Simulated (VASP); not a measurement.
Write the native input for VASP 6.6.1 that does the following.

```
Task                   : single point
Functional             : PBE
Potentials or basis    : VASP PAW PBE potentials, release 64 (Ag)
Cutoff                 : 520 eV
k mesh                 : 22 × 22 × 22
Occupations            : gaussian, width 0.1 eV
Spin                   : no spin polarisation
Dipole correction      : no
Further INCAR settings : ALGO = Fast; EDIFF = 1e-06; NBANDS = 12
```

The structure of Ag lies in POSCAR:

```
Ag
1.0
    0.0000000000      2.0738321751      2.0738321751
    2.0738321751      0.0000000000      2.0738321751
    2.0738321751      2.0738321751      0.0000000000
Ag
1
Direct
    0.5000000000      0.5000000000      0.5000000000
```

These files were run (other wordings do the same):

INCAR

```
SYSTEM = Ag
  PREC = Accurate
  ENCUT = 520
  EDIFF = 1E-6
  ISMEAR = 0
  SIGMA = 0.1
  LREAL = .FALSE.
  LASPH = .TRUE.
  NELM = 60
  ALGO = Fast
  ISIF = 2
  LWAVE = .FALSE.
  LCHARG = .TRUE.
  GGA = PE
  LELF = .TRUE.
  LVHAR = .TRUE.
  NBANDS = 12
```

KPOINTS

```
regular mesh
0
G
  22 22 22
  0 0 0
```

Potentials or basis: VASP PAW PBE potentials, release 64 (Ag).

Run with:

```bash
$ cat potpaw_PBE.64/Ag/POTCAR > POTCAR
$ mpirun -np 1 vasp_std > vasp.out
```

Results of the run:

```
Pressure : -0.1 GPa
```

Run time: 38 s on 1 thread of Intel(R) Xeon(R) Platinum 8259CL CPU @ 2.50GHz (Skylake/Cascade Lake), with other jobs on the host, peak memory 0.2 GiB.
